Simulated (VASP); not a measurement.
Write the native input for VASP 6.6.1 that does the following.

```
Task                   : single point
Functional             : LDA
Potentials or basis    : VASP PAW LDA potentials, release 64 (K_sv, Ba_sv)
Cutoff                 : 520 eV
k mesh                 : 8 × 8 × 8
Occupations            : fermi-dirac, width 0.1 eV
Spin                   : no spin polarisation
Dipole correction      : no
Further INCAR settings : ALGO = Normal; EDIFF = 1e-06; NBANDS = 28
```

The structure of KBa3 lies in POSCAR:

```
KBa3
1.0
    0.0000000000      4.8194719431      4.8194719431
    4.8194719431      0.0000000000      4.8194719431
    4.8194719431      4.8194719431      0.0000000000
K Ba
1 3
Direct
    0.0000000000      0.0000000000      0.0000000000
    0.2500000000      0.2500000000      0.2500000000
    0.7500000000      0.7500000000      0.7500000000
    0.5000000000      0.5000000000      0.5000000000
```

One way to write it, as run:

INCAR

```
SYSTEM = KBa3
PREC     = Accurate       ! precision mode
ENCUT    = 520            ! plane-wave cutoff, eV
EDIFF    = 1E-6           ! SCF threshold, eV
ISMEAR   = -1             ! smearing method
SIGMA    = 0.1            ! smearing width, eV
LREAL    = .False.        ! projectors in reciprocal space
LASPH    = .True.         ! aspherical terms in the spheres
NELM     = 100            ! most SCF steps
ALGO     = Normal         ! electronic algorithm
ISIF     = 2              ! what is computed and relaxed
LWAVE    = .False.        ! write WAVECAR
LCHARG   = .False.        ! write CHGCAR
GGA      = CA             ! functional
NBANDS   = 28             ! bands
```

KPOINTS

```
regular mesh
0
Gamma
  8 8 8
  0 0 0
```

Potentials or basis: VASP PAW LDA potentials, release 64 (K_sv, Ba_sv).

The run is started by

```console
$ cat potpaw_LDA.64/K_sv/POTCAR potpaw_LDA.64/Ba_sv/POTCAR > POTCAR
$ mpirun -np 1 vasp_std > vasp.out
```

Results of the run:

```json
{
  "Pressure": "0.1 GPa",
  "Band gap on the k mesh": "zero (an odd number of electrons rules out a gap without spin polarisation)"
}
```

Caveat: spin-orbit coupling is left out, which moves the levels of the heavy elements.

Wall time 100 s on 1 thread of Intel(R) Xeon(R) 6975P-C (Granite Rapids), with other jobs on the host, peak memory 0.39 GiB.
